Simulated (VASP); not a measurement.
# PdPt2 (I4/mmm) in VASP: further runs

The runs below take PdPt2 through single point, with PBE.

All numbers are computed with VASP 6.6.1; they aren't measurements. Logs are shortened: lines on timing, memory, paths and dates and some standing lists are left out, and cuts for length are marked.

### Step 1. The cell of the first run

Symmetry: I4/mmm, No. 139, tetragonal system. Conventional cell: a = 3.275 Å, b = 3.275 Å, c = 8.034 Å, α = 90.00°, β = 90.00°, γ = 90.00°. Within 3.5 Å of Pd (site symmetry 4/mmm) lie 10 Pt at 2.67 to 2.69 Å and 4 Pd at 3.27 Å. Within 3.5 Å of Pt (site symmetry 4mm) lie 9 Pt at 2.65 to 3.27 Å and 5 Pd at 2.67 to 2.69 Å.

### Step 2. Single point, PBE

File INCAR:

```
ALGO = Normal ; EDIFF = 1E-7
ENCUT = 520 ; GGA = PE
ISIF = 2 ; ISMEAR = 0
LASPH = T ; LCHARG = F
LREAL = F ; LWAVE = F
NBANDS = 22 ; NELM = 60
PREC = Accurate ; SIGMA = 0.1
```

File KPOINTS:

```
k-points
0
Gamma
  8 8 8
```

File POSCAR:

```
PdPt2
1.0
   -1.6374690948      1.6374690948      4.0169163733
    1.6374690948     -1.6374690948      4.0169163733
    1.6374690948      1.6374690948     -4.0169163733
Pd Pt
1 2
Direct
    0.0000000000      0.0000000000      0.0000000000
    0.6650000000      0.6650000000      0.0000000000
    0.3350000000      0.3350000000      0.0000000000
```

Potentials or basis: VASP PAW PBE potentials, release 64 (Pd, Pt).

Command:

```console
cat potpaw_PBE.64/Pd/POTCAR potpaw_PBE.64/Pt/POTCAR > POTCAR
mpirun -np 1 vasp_std > vasp.out
```

OUTCAR:

```text
EDIFF = 1E-7
   ENCUT = 520
   GGA = PE
   ISIF = 2
   ISMEAR = 0
   LASPH = T
   LREAL = F
   NELM = 60
   PREC = Accurate

 ion  position               nearest neighbor table
   1  0.000  0.000  0.000-   2 2.67   2 2.67   2 2.67   3 2.67   2 2.67   3 2.67   3 2.67   3 2.67
                             2 2.69   3 2.69
   2  0.665  0.665  0.000-   3 2.65   1 2.67   1 2.67   1 2.67   1 2.67   3 2.69   3 2.69   3 2.69
                             3 2.69   1 2.69
   3  0.335  0.335  0.000-   2 2.65   1 2.67   1 2.67   1 2.67   1 2.67   2 2.69   2 2.69   2 2.69
                             2 2.69   1 2.69

  LATTYP: Found a body centered tetragonal cell.
 ALAT       =     3.2749381896
 C/A-ratio  =     2.4531250001

  Lattice vectors:

 A1 = (  -1.6374690948,   1.6374690948,   4.0169163733)
 A2 = (   1.6374690948,  -1.6374690948,   4.0169163733)
 A3 = (   1.6374690948,   1.6374690948,  -4.0169163733)

Analysis of symmetry for initial positions (statically):
=====================================================================
 Subroutine PRICEL returns:
 Original cell was already a primitive cell.

 Routine SETGRP: Setting up the symmetry group for a
 body centered tetragonal supercell.

 Subroutine GETGRP returns: Found 16 space group operations
 (whereof 16 operations were pure point group operations)
 out of a pool of 16 trial point group operations.

The static configuration has the point symmetry D_4h.

Analysis of symmetry for dynamics (positions and initial velocities):
=====================================================================
 Subroutine PRICEL returns:
 Original cell was already a primitive cell.

 Routine SETGRP: Setting up the symmetry group for a
 body centered tetragonal supercell.

 Subroutine GETGRP returns: Found 16 space group operations
 (whereof 16 operations were pure point group operations)
 out of a pool of 16 trial point group operations.

The dynamic configuration has the point symmetry D_4h.

 Subroutine INISYM returns: Found 16 space group operations
 (whereof 16 operations are pure point group operations),
 and found     1 'primitive' translations

----------------------------------------------------------------------------------------

                                     Primitive cell

  volume of cell :      43.0823

  direct lattice vectors                    reciprocal lattice vectors
    -1.637469095  1.637469095  4.016916373     0.000000000  0.305349274  0.124473590
     1.637469095 -1.637469095  4.016916373     0.305349274  0.000000000  0.124473590
     1.637469095  1.637469095 -4.016916373     0.305349274  0.305349274  0.000000000

  length of vectors
     4.636618080  4.636618080  4.636618080     0.329745135  0.329745135  0.431829085

  position of ions in fractional coordinates (direct lattice)
     0.000000000  0.000000000  0.000000000
     0.665000000  0.665000000  0.000000000
     0.335000000  0.335000000  0.000000000

  ion indices of the primitive-cell ions
   primitive index   ion index
                 1           1
                 2           2
                 3           3

----------------------------------------------------------------------------------------

 KPOINTS: k-points

Automatic generation of k-mesh.
 Grid dimensions read from file:
 generate k-points for:    8    8    8

 Generating k-lattice:

  Cartesian coordinates                     Fractional coordinates (reciprocal lattice)
     0.000000000  0.038168659  0.015559199     0.125000000 -0.000000000  0.000000000
     0.038168659  0.000000000  0.015559199    -0.000000000  0.125000000  0.000000000
     0.038168659  0.038168659  0.000000000     0.000000000  0.000000000  0.125000000

  Length of vectors
     0.041218142  0.041218142  0.053978636

  Shift w.r.t. Gamma in fractional coordinates (k-lattice)
     0.000000000  0.000000000  0.000000000

 Subroutine IBZKPT returns following result:
 ===========================================

 Found     59 irreducible k-points:

 Following reciprocal coordinates:
            Coordinates               Weight
  0.000000  0.000000  0.000000      1.000000
  0.125000  0.000000  0.000000      8.000000
  0.250000  0.000000  0.000000      8.000000
  0.375000 -0.000000  0.000000      8.000000
  0.500000  0.000000  0.000000      4.000000
  0.125000  0.125000  0.000000      8.000000
[... 16 lines left out ...]
  0.250000  0.125000  0.125000     16.000000
  0.375000  0.125000  0.125000      8.000000
 [... further k-points ...]
   k-points           NKPTS =     59   k-points in BZ     NKDIM =     59   number of bands    NBANDS=     22
   number of dos      NEDOS =    301   number of ions     NIONS =      3
   total plane-waves  NPLWV =  46656
   dimension x,y,z NGX =    36 NGY =   36 NGZ =   36
   dimension x,y,z NGXF=    72 NGYF=   72 NGZF=   72
   ions per type =               1   2
   NGX,Y,Z   is equivalent  to a cutoff of  12.91, 12.91, 12.91 a.u.
   NGXF,Y,Z  is equivalent  to a cutoff of  25.82, 25.82, 25.82 a.u.
 SYSTEM =  unknown system
   PREC   = accura    normal or accurate (medium, high low for compatibility)
   ISTART =      0    job   : 0-new  1-cont  2-samecut
   ICHARG =      2    charge: 1-file 2-atom 10-const
   ISPIN  =      1    spin polarized calculation?
   LNONCOLLINEAR =      F non collinear calculations
   LSORBIT =      F    spin-orbit coupling
   LASPH  =      T    aspherical Exc in radial PAW
   ENCUT  =  520.0 eV  38.22 Ry    6.18 a.u.   8.62  8.62  8.62*2*pi/ulx,y,z
   NELM   =     60;   NELMIN=  2; NELMDL= -5     # of ELM steps
   EDIFF  = 0.1E-06   stopping-criterion for ELM
   LREAL  =      F    real-space projection
   EDIFFG = 0.1E-05   stopping-criterion for IOM
   NSW    =      0    number of steps for IOM
   IBRION =     -1    ionic relax: 0-MD 1-quasi-New 2-CG
   NFREE  =      0    steps in history (QN), initial steepest desc. (CG)
   ISIF   =      2    stress and relaxation
   ISYM   =      2    0-nonsym 1-usesym 2-fastsym
   POTIM  = 0.5000    time-step for ionic-motion
   TEBEG  =    0.0;   TEEND  =   0.0 temperature during run
   PSTRESS=    0.0 pullay stress
   NELECT =      30.0000    total number of electrons
   NUPDOWN=      -1.0000    fix difference up-down
   EMIN   =  10.00;   EMAX   =-10.00  energy-range for DOS
   EFERMI =   0.00;   METHOD = LEGACY
   ISMEAR =     0;   SIGMA  =   0.10  broadening in eV -4-tet -1-fermi 0-gaus
   EFERMI_NEDOS =   21; number of points for ismear=-14 and -15
   IALGO  =     38    algorithm
   IMIX   =      4    mixing-type and parameters
     AMIX     =   0.40;   BMIX     =  1.00
     AMIX_MAG =   1.60;   BMIX_MAG =  1.00
  volume/ion in A,a.u.               =      14.36        96.91
  Fermi-wavevector in a.u.,A,eV,Ry     =   1.451050  2.742086 28.647677  2.105545
  Thomas-Fermi vector in A             =   2.568591
   LORBIT       =      0    0 simple, 1 ext, 2 COOP (PROOUT), +10 PAW based schemes
   GGA     = PE    functional components
   LHFCALC =     F    Hartree Fock is set to
   AEXX    =    0.0000 exact exchange contribution
   IVDW    =     0    specifies the selected vdW correction
   LEPSILON=     F    determine dielectric tensor
   LRPA    =     F    only Hartree local field effects (RPA)
 non-spin polarized calculation
 Gauss-broadening in eV      SIGMA  =   0.10
  energy-cutoff  :      520.00
  volume of cell :       43.08
 maximum number of plane-waves:      1172
 NGX is ok and might be reduce to    36
   NGX = 17   NGY = 17   NGZ = 17

 number of electron      30.0000000 magnetization

 Free energy of the ion-electron system (eV)
  ---------------------------------------------------
  ext. energy  EPLUGINS =         0.00000000
  ---------------------------------------------------
  free energy    TOTEN  =       -17.09124135 eV

  energy without entropy =      -17.07051998  energy(sigma->0) =      -17.08088066

 E-fermi :  11.5280     XC(G=0): -13.6407

 val. band max:       11.5233114881   @ k =   0.2500   0.1250   0.0000
 cond. band min:      11.5339130029   @ k =  -0.3750  -0.3750   0.1250
 fundamental gap:      0.0106015147
 Fermi energy:        11.5280382392

 k-point     1 :       0.0000    0.0000    0.0000
  band No.  band energies     occupation
      1       1.8678      2.00000
      2       6.1316      2.00000
      3       6.3977      2.00000
      4       6.6507      2.00000
      5       6.6580      2.00000
      6       6.8556      2.00000
[... 14 lines left out ...]
     21      24.5713      0.00000
     22      24.5713      0.00000

 k-point     2 :       0.1250    0.0000    0.0000
  band No.  band energies     occupation
      1       2.2018      2.00000
      2       5.9450      2.00000
      3       6.3537      2.00000
      4       6.5513      2.00000
      5       6.7359      2.00000
      6       7.0518      2.00000
[... 14 lines left out ...]
     21      23.1611      0.00000
     22      25.3546      0.00000

 k-point     3 :       0.2500    0.0000    0.0000
  band No.  band energies     occupation
      1       3.1308      2.00000
      2       5.5112      2.00000
      3       5.8219      2.00000
      4       6.6370      2.00000
      5       6.6815      2.00000
      6       6.9083      2.00000
[... 14 lines left out ...]
     21      23.0907      0.00000
     22      25.9606      0.00000

 k-point     4 :       0.3750   -0.0000    0.0000
  band No.  band energies     occupation
      1       4.3380      2.00000
      2       4.8769      2.00000
      3       5.8483      2.00000
      4       5.9073      2.00000
      5       6.7866      2.00000
      6       7.0441      2.00000
[... 14 lines left out ...]
     21      24.3358      0.00000
     22      25.1759      0.00000

 k-point     5 :       0.5000    0.0000    0.0000
  band No.  band energies     occupation
      1       4.5266      2.00000
      2       5.1973      2.00000
      3       5.6520      2.00000
      4       5.9398      2.00000
      5       6.6647      2.00000
      6       6.9958      2.00000
[... 417 lines left out ...]
 k-point    22 :       0.1250    0.1250    0.1250
  band No.  band energies     occupation
      1       3.8473      2.00000
      2       5.5080      2.00000
      3       6.4886      2.00000
      4       6.5470      2.00000
      5       6.5889      2.00000
      6       6.9130      2.00000
[... 14 lines left out ...]
     21      22.0802      0.00000
     22      22.1978      0.00000

 k-point    23 :       0.2500    0.1250    0.1250
  band No.  band energies     occupation
      1       4.6591      2.00000
      2       5.3272      2.00000
      3       6.1666      2.00000
      4       6.2066      2.00000
      5       6.6773      2.00000
      6       7.2721      2.00000
[... 14 lines left out ...]
     21      22.5319      0.00000
     22      22.6708      0.00000

 k-point    24 :       0.3750    0.1250    0.1250
  band No.  band energies     occupation
      1       5.2510      2.00000
      2       5.3295      2.00000
      3       5.7242      2.00000
      4       5.8673      2.00000
      5       6.8636      2.00000
      6       7.0647      2.00000
[... 14 lines left out ...]
     21      21.4097      0.00000
     22      24.0682      0.00000

 [... further k-points ...]
[... 5 lines left out ...]
  --------------------------------------------------------------------------------------
  -------------------------------------------------------------------------------------
  Total        6.0923706      6.0923706      6.6393677      0.0000000     -0.0000000      0.0000000
  in kB      226.5676435    226.5676435    246.9097843      0.0000000     -0.0000000      0.0000000
  external PRESSURE =     233.3483571 kB  Pullay stress =       0.0000000 kB

 VOLUME and BASIS-vectors are now :
 -----------------------------------------------------------------------------
  energy-cutoff  :      520.00
  volume of cell :       43.08
      direct lattice vectors                 reciprocal lattice vectors
    -1.637469095  1.637469095  4.016916373     0.000000000  0.305349274  0.124473590
     1.637469095 -1.637469095  4.016916373     0.305349274  0.000000000  0.124473590
     1.637469095  1.637469095 -4.016916373     0.305349274  0.305349274  0.000000000

 POSITION                                       TOTAL-FORCE (eV/Angst)
 -----------------------------------------------------------------------------------
      0.00000      0.00000      0.00000         0.000000      0.000000     -0.000000
      0.00000      0.00000      5.34250         0.000000      0.000000      0.432918
      0.00000      0.00000      2.69133        -0.000000     -0.000000     -0.432918
 -----------------------------------------------------------------------------------
    total drift:                               -0.000000     -0.000000      0.000000

  FREE ENERGIE OF THE ION-ELECTRON SYSTEM (eV)
  ---------------------------------------------------
  free  energy   TOTEN  =       -17.0912413450 eV

  energy  without entropy=      -17.0705199787  energy(sigma->0) =      -17.08088066
```

It took 86 s on 1 thread of Intel Xeon Platinum 8488C (Sapphire Rapids), shared host; peak memory 0.23 GiB.

What came out:

```
Free energy            : -17.0912 eV
Pressure               : 23.3 GPa
Largest force          : 0.433 eV/Å
Band gap on the k mesh : zero (band 15 reaches 12.05 eV, above the bottom of band 16 at 11.04 eV)
```

Forces in eV/Å, atoms in the order of the input:
```
Pd   0.000  0.000  0.000
Pt   0.000  0.000  0.433
Pt   0.000  0.000 -0.433
```

Stress tensor (GPa, compression positive):
```
22.66  0.00  0.00
 0.00 22.66  0.00
 0.00  0.00 24.69
```

Caveat: spin-orbit coupling is left out, which moves the levels of the heavy elements.

### Step 3. Single point, PBE

This run uses another cell than the first one, of 15.68 Å³/atom, 1.092 times its volume.

File INCAR:

```
SYSTEM = PdPt2
ALGO = Fast
EDIFF = 1E-6
ENCUT = 520
GGA = PE
ISIF = 2
ISMEAR = 0
LASPH = .TRUE.
LCHARG = .FALSE.
LREAL = .FALSE.
LWAVE = .FALSE.
NBANDS = 22
NELM = 100
PREC = Accurate
SIGMA = 0.1
```

File KPOINTS:

```
k-points
0
G
  8 8 8
  0 0 0
```

File POSCAR:

```
PdPt2
1.0
   -1.6892993211      1.6892993211      4.1221261349
    1.6892993211     -1.6892993211      4.1221261349
    1.6892993211      1.6892993211     -4.1221261349
Pd Pt
1 2
Direct
    0.0000000000      0.0000000000      0.0000000000
    0.6677499331      0.6677499331      0.0000000000
    0.3322500669      0.3322500669      0.0000000000
```

Potentials or basis: VASP PAW PBE potentials, release 64 (Pd, Pt).

Command:

```console
cat potpaw_PBE.64/Pd/POTCAR potpaw_PBE.64/Pt/POTCAR > POTCAR
mpirun -np 1 vasp_std > vasp.out
```

OUTCAR:

```text
SYSTEM = PdPt2
   EDIFF = 1E-6
   ENCUT = 520
   GGA = PE
   ISIF = 2
   ISMEAR = 0
   LASPH = .TRUE.
   LREAL = .FALSE.
   NELM = 100
   PREC = Accurate

 ion  position               nearest neighbor table
   1  0.000  0.000  0.000-   2 2.74   3 2.74   2 2.76   3 2.76   2 2.76   2 2.76   2 2.76   3 2.76
                             3 2.76   3 2.76
   2  0.668  0.668  0.000-   1 2.74   3 2.75   3 2.75   3 2.75   3 2.75   1 2.76   1 2.76   1 2.76
                             1 2.76   3 2.77
   3  0.332  0.332  0.000-   1 2.74   2 2.75   2 2.75   2 2.75   2 2.75   1 2.76   1 2.76   1 2.76
                             1 2.76   2 2.77
[... 793 lines left out ...]
     22      21.8449      0.00000

 [... further k-points ...]
[... 5 lines left out ...]
  --------------------------------------------------------------------------------------
  -------------------------------------------------------------------------------------
  Total       -0.1434938     -0.1434938     -0.1546898      0.0000000      0.0000000     -0.0000000
  in kB       -4.8859531     -4.8859531     -5.2671770      0.0000000      0.0000000     -0.0000000
  external PRESSURE =      -5.0130278 kB  Pullay stress =       0.0000000 kB

 VOLUME and BASIS-vectors are now :
 -----------------------------------------------------------------------------
  energy-cutoff  :      520.00
  volume of cell :       47.05
      direct lattice vectors                 reciprocal lattice vectors
    -1.689299321  1.689299321  4.122126135     0.000000000  0.295980703  0.121296628
     1.689299321 -1.689299321  4.122126135     0.295980703  0.000000000  0.121296628
     1.689299321  1.689299321 -4.122126135     0.295980703  0.295980703  0.000000000

 POSITION                                       TOTAL-FORCE (eV/Angst)
 -----------------------------------------------------------------------------------
      0.00000      0.00000      0.00000         0.000000      0.000000     -0.000000
      0.00000      0.00000      5.50510         0.000000      0.000000      0.010222
      0.00000      0.00000      2.73915        -0.000000     -0.000000     -0.010222
 -----------------------------------------------------------------------------------
    total drift:                                0.000000      0.000000      0.000000

  FREE ENERGIE OF THE ION-ELECTRON SYSTEM (eV)
  ---------------------------------------------------
  free  energy   TOTEN  =       -17.3574925270 eV

  energy  without entropy=      -17.3331871444  energy(sigma->0) =      -17.34533984
```

Run time: 1.9 min. Hardware: 1 thread of Intel Xeon Platinum 8488C (Sapphire Rapids), shared host; peak memory 0.24 GiB.

Results:

```yaml
Free_energy: -17.3575 eV
Pressure: -0.5 GPa
Largest_force: 0.010 eV/Å
Band_gap_on_the_k_mesh: zero (band 15 reaches 10.31 eV, above the bottom of band 16 at 9.50 eV)
```

Forces in eV/Å, atoms in the order of the input:
```
Pd   0.000  0.000  0.000
Pt   0.000  0.000  0.010
Pt   0.000  0.000 -0.010
```

Caveat: spin-orbit coupling is left out, which moves the levels of the heavy elements.
